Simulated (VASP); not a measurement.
Wanted: the native input for a VASP 6.6.1 run.

- Task: single point
- Functional: r2SCAN
- Potentials or basis: VASP PAW PBE potentials, release 64 (Ba_sv)
- Cutoff: 520 eV
- k mesh: 9 × 9 × 9
- Occupations: gaussian, width 0.3 eV
- Spin: no spin polarisation
- Dipole correction: no
- Further INCAR settings: ALGO = Normal; EDIFF = 1e-06; NBANDS = 11

The system is Ba.

```
Ba
1.0
    -2.53679    2.53679    2.53679
     2.53679   -2.53679    2.53679
     2.53679    2.53679   -2.53679
Ba
1
Cartesian
  0.0000 0.0000 0.0000
```

One way to write it, as run:

POSCAR

```
Ba
1.0
   -2.5367939014      2.5367939014      2.5367939014
    2.5367939014     -2.5367939014      2.5367939014
    2.5367939014      2.5367939014     -2.5367939014
Ba
1
Direct
    0.0000000000      0.0000000000      0.0000000000
```

INCAR.step1

```
SYSTEM = Ba
  PREC = Accurate
  ENCUT = 520
  ISMEAR = 0
  SIGMA = 0.3
  LREAL = .False.
  LASPH = .True.
  NELM = 100
  NBANDS = 11
  GGA = PE
  ALGO = Normal
  EDIFF = 1E-4
  LWAVE = .True.
  LCHARG = .False.
```

INCAR.step2

```
SYSTEM = Ba
  PREC = Accurate
  ENCUT = 520
  EDIFF = 1E-6
  ISMEAR = 0
  SIGMA = 0.3
  LREAL = .False.
  LASPH = .True.
  NELM = 100
  ALGO = Normal
  ISIF = 2
  LWAVE = .False.
  LCHARG = .False.
  METAGGA = R2SCAN
  LMIXTAU = .True.
  NBANDS = 11
  ISTART = 1
```

KPOINTS

```
Automatic mesh
0
Gamma
  9 9 9
  0 0 0
```

Potentials or basis: VASP PAW PBE potentials, release 64 (Ba_sv).

The run is started by

```console
$ cat potpaw_PBE.64/Ba_sv/POTCAR > POTCAR
$ cp INCAR.step1 INCAR
$ mpirun -np 1 vasp_std > vasp.out
$ cp INCAR.step2 INCAR
$ mpirun -np 1 vasp_std > vasp.out
```

It gave:

```json
{
  "Pressure": "0.1 GPa",
  "Band gap on the k mesh": "zero (bands 5 and 6 overlap by 0.94 eV)"
}
```

Caveat: so wide a smearing shifts energies and pressures; the PAW data sets were made with another functional, which shifts forces and pressure a little; spin-orbit coupling is left out, which moves the levels of the heavy elements.

It took 73 s on 1 thread of Intel(R) Xeon(R) 6975P-C (Granite Rapids), with other jobs on the host, peak memory 0.21 GiB.
